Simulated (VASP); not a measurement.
Wanted: the native input for a VASP 6.6.1 run.

- Task: single point
- Functional: PBE
- Potentials or basis: VASP PAW PBE potentials, release 64 (Pb_d, O)
- Cutoff: 520 eV
- k mesh: 6 × 6 × 4
- Occupations: fermi-dirac, width 0.02 eV
- Spin: no spin polarisation
- Dipole correction: no
- Further INCAR settings: ALGO = Normal; EDIFF = 1e-06; NBANDS = 28

The structure of PbO lies in POSCAR:

```
PbO
1.0
    3.5749810849      0.0000000000      0.0000000000
   -1.7874905425      3.0960244376      0.0000000000
    0.0000000000      0.0000000000      6.4421350426
Pb O
2 2
Direct
    0.0000000000      0.0000000000      0.0000000000
    0.0000000000      0.0000000000      0.5000000000
    0.3333333333      0.6666666667      0.2500000000
    0.6666666667      0.3333333333      0.7500000000
```

This cell differs from its parent crystal: volume changed by -3%.

The input as run:

INCAR

```
ALGO = Normal
EDIFF = 1E-6
ENCUT = 520
GGA = PE
ISIF = 2
ISMEAR = -1
LASPH = T
LCHARG = F
LREAL = F
LWAVE = F
NBANDS = 28
NELM = 100
PREC = Accurate
SIGMA = 0.02
```

KPOINTS

```
k-points
0
Gamma
  6 6 4
```

Potentials or basis: VASP PAW PBE potentials, release 64 (Pb_d, O).

The run is started by

```console
$ cat potpaw_PBE.64/Pb_d/POTCAR potpaw_PBE.64/O/POTCAR > POTCAR
$ mpirun -np 1 vasp_std > vasp.out
```

It gave:

```yaml
Pressure: 2.7 GPa
Band_gap_on_the_k_mesh: zero (band 20 reaches 6.69 eV, above the bottom of band 21 at 6.56 eV)
```

Caveat: spin-orbit coupling is left out, which moves the levels of the heavy elements.

It took 23 s on 1 thread of Intel(R) Xeon(R) 6975P-C (Granite Rapids) (shared host), peak memory 0.19 GiB.
